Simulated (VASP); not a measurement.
# AlPt (Pm-3m) in VASP: single point with PBEsol

Aim: the single point of AlPt with PBEsol.

Everything below comes from runs of VASP 6.6.1. Logs are shortened: lines on timing, memory, paths and dates and some standing lists are left out, and cuts for length are marked.

## (1) The cell of the first run

It takes space group Pm-3m (No. 221, cubic). Conventional cell: a = 3.092 Å, b = 3.092 Å, c = 3.092 Å, α = 90.00°, β = 90.00°, γ = 90.00°. Al (site symmetry m-3m) has 8 Pt at 2.68 Å and 6 Al at 3.09 Å within 3.5 Å. Within 3.5 Å of Pt (site symmetry m-3m) lie 8 Al at 2.68 Å and 6 Pt at 3.09 Å.

## (2) Single point, PBEsol

Input file INCAR:

```
SYSTEM = AlPt
PREC = Accurate ; ENCUT = 520
EDIFF = 1E-6 ; ISMEAR = 1
SIGMA = 0.1 ; LREAL = .FALSE.
LASPH = .TRUE. ; NELM = 100
ALGO = Normal ; ISIF = 2
LWAVE = .FALSE. ; LCHARG = .FALSE.
GGA = PS ; NBANDS = 14
```

Input file KPOINTS:

```
regular mesh
0
G
  9 9 9
  0 0 0
```

Input file POSCAR:

```
AlPt
1.0
    3.0915460000      0.0000000000      0.0000000000
    0.0000000000      3.0915460000      0.0000000000
    0.0000000000      0.0000000000      3.0915460000
Al Pt
1 1
Direct
    0.0000000000      0.0000000000      0.0000000000
    0.5000000000      0.5000000000      0.5000000000
```

Potentials or basis: VASP PAW PBE potentials, release 64 (Al, Pt).

Launch:

```bash
$ cat potpaw_PBE.64/Al/POTCAR potpaw_PBE.64/Pt/POTCAR > POTCAR
$ mpirun -np 1 vasp_std > vasp.out
```

OUTCAR:

```text
SYSTEM = AlPt
   PREC = Accurate
   ENCUT = 520
   EDIFF = 1E-6
   ISMEAR = 1
   LREAL = .FALSE.
   LASPH = .TRUE.
   NELM = 100
   ISIF = 2
   GGA = PS

 ion  position               nearest neighbor table
   1  0.000  0.000  0.000-   2 2.68   2 2.68   2 2.68   2 2.68   2 2.68   2 2.68   2 2.68   2 2.68

   2  0.500  0.500  0.500-   1 2.68   1 2.68   1 2.68   1 2.68   1 2.68   1 2.68   1 2.68   1 2.68

  LATTYP: Found a simple cubic cell.
 ALAT       =     3.0915460000

  Lattice vectors:

 A1 = (   3.0915460000,   0.0000000000,   0.0000000000)
 A2 = (   0.0000000000,   3.0915460000,   0.0000000000)
 A3 = (   0.0000000000,   0.0000000000,   3.0915460000)

Analysis of symmetry for initial positions (statically):
=====================================================================
 Subroutine PRICEL returns:
 Original cell was already a primitive cell.

 Routine SETGRP: Setting up the symmetry group for a
 simple cubic supercell.

 Subroutine GETGRP returns: Found 48 space group operations
 (whereof 48 operations were pure point group operations)
 out of a pool of 48 trial point group operations.

The static configuration has the point symmetry O_h .

Analysis of symmetry for dynamics (positions and initial velocities):
=====================================================================
 Subroutine PRICEL returns:
 Original cell was already a primitive cell.

 Routine SETGRP: Setting up the symmetry group for a
 simple cubic supercell.

 Subroutine GETGRP returns: Found 48 space group operations
 (whereof 48 operations were pure point group operations)
 out of a pool of 48 trial point group operations.

The dynamic configuration has the point symmetry O_h .

 Subroutine INISYM returns: Found 48 space group operations
 (whereof 48 operations are pure point group operations),
 and found     1 'primitive' translations

----------------------------------------------------------------------------------------

                                     Primitive cell

  volume of cell :      29.5479

  direct lattice vectors                    reciprocal lattice vectors
     3.091546000  0.000000000  0.000000000     0.323462759  0.000000000  0.000000000
     0.000000000  3.091546000  0.000000000     0.000000000  0.323462759  0.000000000
     0.000000000  0.000000000  3.091546000     0.000000000  0.000000000  0.323462759

  length of vectors
     3.091546000  3.091546000  3.091546000     0.323462759  0.323462759  0.323462759

  position of ions in fractional coordinates (direct lattice)
     0.000000000  0.000000000  0.000000000
     0.500000000  0.500000000  0.500000000

  ion indices of the primitive-cell ions
   primitive index   ion index
                 1           1
                 2           2

----------------------------------------------------------------------------------------

 KPOINTS: regular mesh

Automatic generation of k-mesh.
 Grid dimensions read from file:
 generate k-points for:    9    9    9

 Generating k-lattice:

  Cartesian coordinates                     Fractional coordinates (reciprocal lattice)
     0.035940307  0.000000000  0.000000000     0.111111111  0.000000000  0.000000000
     0.000000000  0.035940307  0.000000000     0.000000000  0.111111111  0.000000000
     0.000000000  0.000000000  0.035940307     0.000000000  0.000000000  0.111111111

  Length of vectors
     0.035940307  0.035940307  0.035940307

  Shift w.r.t. Gamma in fractional coordinates (k-lattice)
     0.000000000  0.000000000  0.000000000

 Subroutine IBZKPT returns following result:
 ===========================================

 Found     35 irreducible k-points:

 Following reciprocal coordinates:
            Coordinates               Weight
  0.000000  0.000000  0.000000      1.000000
  0.111111  0.000000  0.000000      6.000000
  0.222222  0.000000  0.000000      6.000000
  0.333333  0.000000  0.000000      6.000000
  0.444444  0.000000  0.000000      6.000000
  0.111111  0.111111  0.000000     12.000000
[... 16 lines left out ...]
  0.333333  0.333333  0.111111     24.000000
  0.444444  0.333333  0.111111     48.000000
 [... further k-points ...]
   k-points           NKPTS =     35   k-points in BZ     NKDIM =     35   number of bands    NBANDS=     14
   number of dos      NEDOS =    301   number of ions     NIONS =      2
   total plane-waves  NPLWV =  13824
   dimension x,y,z NGX =    24 NGY =   24 NGZ =   24
   dimension x,y,z NGXF=    48 NGYF=   48 NGZF=   48
   ions per type =               1   1
   NGX,Y,Z   is equivalent  to a cutoff of  12.91, 12.91, 12.91 a.u.
   NGXF,Y,Z  is equivalent  to a cutoff of  25.81, 25.81, 25.81 a.u.
 SYSTEM =  AlPt
   PREC   = accura    normal or accurate (medium, high low for compatibility)
   ISTART =      0    job   : 0-new  1-cont  2-samecut
   ICHARG =      2    charge: 1-file 2-atom 10-const
   ISPIN  =      1    spin polarized calculation?
   LNONCOLLINEAR =      F non collinear calculations
   LSORBIT =      F    spin-orbit coupling
   LASPH  =      T    aspherical Exc in radial PAW
   ENCUT  =  520.0 eV  38.22 Ry    6.18 a.u.   5.75  5.75  5.75*2*pi/ulx,y,z
   NELM   =    100;   NELMIN=  2; NELMDL= -5     # of ELM steps
   EDIFF  = 0.1E-05   stopping-criterion for ELM
   LREAL  =      F    real-space projection
   EDIFFG = 0.1E-04   stopping-criterion for IOM
   NSW    =      0    number of steps for IOM
   IBRION =     -1    ionic relax: 0-MD 1-quasi-New 2-CG
   NFREE  =      0    steps in history (QN), initial steepest desc. (CG)
   ISIF   =      2    stress and relaxation
   ISYM   =      2    0-nonsym 1-usesym 2-fastsym
   POTIM  = 0.5000    time-step for ionic-motion
   TEBEG  =    0.0;   TEEND  =   0.0 temperature during run
   PSTRESS=    0.0 pullay stress
   NELECT =      13.0000    total number of electrons
   NUPDOWN=      -1.0000    fix difference up-down
   EMIN   =  10.00;   EMAX   =-10.00  energy-range for DOS
   EFERMI =   0.00;   METHOD = LEGACY
   ISMEAR =     1;   SIGMA  =   0.10  broadening in eV -4-tet -1-fermi 0-gaus
   EFERMI_NEDOS =   21; number of points for ismear=-14 and -15
   IALGO  =     38    algorithm
   IMIX   =      4    mixing-type and parameters
     AMIX     =   0.40;   BMIX     =  1.00
     AMIX_MAG =   1.60;   BMIX_MAG =  1.00
  volume/ion in A,a.u.               =      14.77        99.70
  Fermi-wavevector in a.u.,A,eV,Ry     =   1.245127  2.352948 21.093665  1.550341
  Thomas-Fermi vector in A             =   2.379363
   LORBIT       =      0    0 simple, 1 ext, 2 COOP (PROOUT), +10 PAW based schemes
   GGA     = PS    functional components
   LHFCALC =     F    Hartree Fock is set to
   AEXX    =    0.0000 exact exchange contribution
   IVDW    =     0    specifies the selected vdW correction
   LEPSILON=     F    determine dielectric tensor
   LRPA    =     F    only Hartree local field effects (RPA)
 non-spin polarized calculation
 Methfessel and Paxton  Order N= 1 SIGMA  =   0.10
  energy-cutoff  :      520.00
  volume of cell :       29.55
 maximum number of plane-waves:       812
 NGX is ok and might be reduce to    24
   NGX = 11   NGY = 11   NGZ = 11

 number of electron      12.9999997 magnetization

 Free energy of the ion-electron system (eV)
  ---------------------------------------------------
  ext. energy  EPLUGINS =         0.00000000
  ---------------------------------------------------
  free energy    TOTEN  =       -12.91603161 eV

  energy without entropy =      -12.91576360  energy(sigma->0) =      -12.91594227

 E-fermi :  10.5613     XC(G=0): -12.1985

 val. band max:       10.5383351141   @ k =   0.3333   0.1111   0.1111
 cond. band min:      10.6657601172   @ k =   0.3333   0.3333   0.0000
 fundamental gap:      0.1274250031
 Fermi energy:        10.5612770184

 k-point     1 :       0.0000    0.0000    0.0000
  band No.  band energies     occupation
      1      -0.9257      2.00000
      2       5.0494      2.00000
      3       5.0494      2.00000
      4       8.0110      2.00000
      5       8.0110      2.00000
      6       8.0110      2.00000
      7      14.4869      0.00000
      8      14.4869      0.00000
      9      14.4869      0.00000
     10      19.6779      0.00000
     11      19.6779      0.00000
     12      20.1926      0.00000
     13      28.3674      0.00000
     14      28.3674      0.00000

 k-point     2 :       0.1111    0.0000    0.0000
  band No.  band energies     occupation
      1      -0.7006      2.00000
      2       5.1117      2.00000
      3       5.1255      2.00000
      4       7.7984      2.00000
      5       7.7984      2.00000
      6       8.0332      2.00000
      7      13.2839      0.00000
      8      14.8897      0.00000
      9      14.8897      0.00000
     10      19.2662      0.00000
     11      19.9789      0.00000
     12      21.5529      0.00000
     13      27.2661      0.00000
     14      27.2661      0.00000

 k-point     3 :       0.2222    0.0000    0.0000
  band No.  band energies     occupation
      1      -0.0467      2.00000
      2       5.2151      2.00000
      3       5.2760      2.00000
      4       7.3311      2.00000
      5       7.3311      2.00000
      6       8.0900      2.00000
      7      11.3971     -0.00000
      8      15.9265      0.00000
      9      15.9265      0.00000
     10      18.3369      0.00000
     11      20.2484      0.00000
     12      24.5058      0.00000
     13      25.1639      0.00000
     14      25.1639      0.00000
[... 324 lines left out ...]
 k-point    23 :       0.3333    0.3333    0.1111
  band No.  band energies     occupation
      1       2.6115      2.00000
      2       4.7872      2.00000
      3       6.1180      2.00000
      4       6.5188      2.00000
      5       7.1740      2.00000
      6       7.3270      2.00000
      7      11.0554     -0.00000
      8      12.7235      0.00000
      9      16.4581      0.00000
     10      17.4613      0.00000
     11      21.3783      0.00000
     12      22.6848      0.00000
     13      22.7607      0.00000
     14      27.2283      0.00000

 k-point    24 :       0.4444    0.3333    0.1111
  band No.  band energies     occupation
      1       3.1793      2.00000
      2       4.5997      2.00000
      3       6.0464      2.00000
      4       6.4490      2.00000
      5       7.3319      2.00000
      6       7.9516      2.00000
      7       9.9881      2.00000
      8      13.2101      0.00000
      9      15.0236      0.00000
     10      17.9988      0.00000
     11      20.8878      0.00000
     12      21.8403      0.00000
     13      24.2717      0.00000
     14      26.2584      0.00000

 [... further k-points ...]
[... 5 lines left out ...]
  --------------------------------------------------------------------------------------
  -------------------------------------------------------------------------------------
  Total       -1.0792918     -1.0792918     -1.0792918      0.0000000      0.0000000     -0.0000000
  in kB      -58.5224268    -58.5224268    -58.5224268      0.0000000      0.0000000     -0.0000000
  external PRESSURE =     -58.5224268 kB  Pullay stress =       0.0000000 kB

 VOLUME and BASIS-vectors are now :
 -----------------------------------------------------------------------------
  energy-cutoff  :      520.00
  volume of cell :       29.55
      direct lattice vectors                 reciprocal lattice vectors
     3.091546000  0.000000000  0.000000000     0.323462759  0.000000000  0.000000000
     0.000000000  3.091546000  0.000000000     0.000000000  0.323462759  0.000000000
     0.000000000  0.000000000  3.091546000     0.000000000  0.000000000  0.323462759

 POSITION                                       TOTAL-FORCE (eV/Angst)
 -----------------------------------------------------------------------------------
      0.00000      0.00000      0.00000         0.000000      0.000000      0.000000
      1.54577      1.54577      1.54577         0.000000      0.000000      0.000000
 -----------------------------------------------------------------------------------
    total drift:                                0.000000     -0.000000     -0.000000

  FREE ENERGIE OF THE ION-ELECTRON SYSTEM (eV)
  ---------------------------------------------------
  free  energy   TOTEN  =       -12.9160316082 eV

  energy  without entropy=      -12.9157636003  energy(sigma->0) =      -12.91594227
```

Run time: 5.3 s. Hardware: 1 thread of Intel Xeon 6975P-C, shared host; peak memory 0.14 GiB.

What came out:

- Free energy: -12.9160 eV
- Pressure: -5.9 GPa

Caveat: the PAW data sets were made with another functional, which shifts forces and pressure a little; spin-orbit coupling is left out, which moves the levels of the heavy elements.
